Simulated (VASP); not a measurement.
Set up this calculation in VASP 6.6.1, as the native input.

* Task: single point
* Functional: PBE
* Potentials or basis: VASP PAW PBE potentials, release 64 (Co_sv, O)
* Cutoff: 700 eV
* k mesh: 6 × 6 × 6
* Occupations: gaussian, width 0.1 eV
* Spin: collinear spin, antiferromagnetic start
* Starting moments: [-2.56, 2.56, 0.0, 0.0] μB
* Hubbard terms: Co d U = 3.32 eV
* Dipole correction: no
* Further INCAR settings: ALGO = Normal; EDIFF = 1e-06; NBANDS = 35

The structure of CoO lies in POSCAR:

```
CoO
1.0
    1.6364179544      0.9447863465      5.2800659790
   -1.6364179544      0.9447863465      5.2800659790
    0.0000000000     -1.8895726930      5.2800659790
Co O
2 2
Direct
    0.9994843051      0.9994843051      0.9994843051
    0.4994845068      0.4994845068      0.4994845068
    0.3755151765      0.3755151765      0.3755151765
    0.8755153616      0.8755153616      0.8755153616
```

One way to write it, as run:

INCAR

```
PREC = Accurate
ENCUT = 700
EDIFF = 1E-6
ISMEAR = 0
SIGMA = 0.1
LREAL = F
LASPH = T
NELM = 200
ALGO = Normal
ISIF = 2
LWAVE = F
LCHARG = F
ISPIN = 2
MAGMOM = -2.56 2.56 0 0
LORBIT = 11
LMAXMIX = 4
LDAU = T
LDAUTYPE = 2
LDAUL = 2 -1
LDAUU = 3.32 0
LDAUJ = 0 0
LDAUPRINT = 1
GGA = PE
NBANDS = 35
GGA_COMPAT = F
```

KPOINTS

```
Automatic mesh
0
Gamma
  6 6 6
```

Potentials or basis: VASP PAW PBE potentials, release 64 (Co_sv, O).

Run with:

```console
$ cat potpaw_PBE.64/Co_sv/POTCAR potpaw_PBE.64/O/POTCAR > POTCAR
$ mpirun -np 1 vasp_std > vasp.out
```

Results of the run:

```
Pressure                                              : -1.2 GPa
Band gap on the k mesh                                : 0.88 eV
Net moment                                            : 0.00 μB per cell
Site moments                                          : Co -2.55, +2.55; O -0.08, +0.08 μB
Valence electrons inside the program's atomic spheres : Co 14.93; O 5.00
```

Wall time 5.5 min on 1 thread of Intel(R) Xeon(R) Platinum 8259CL CPU @ 2.50GHz (Skylake/Cascade Lake) (shared host), peak memory 0.46 GiB.
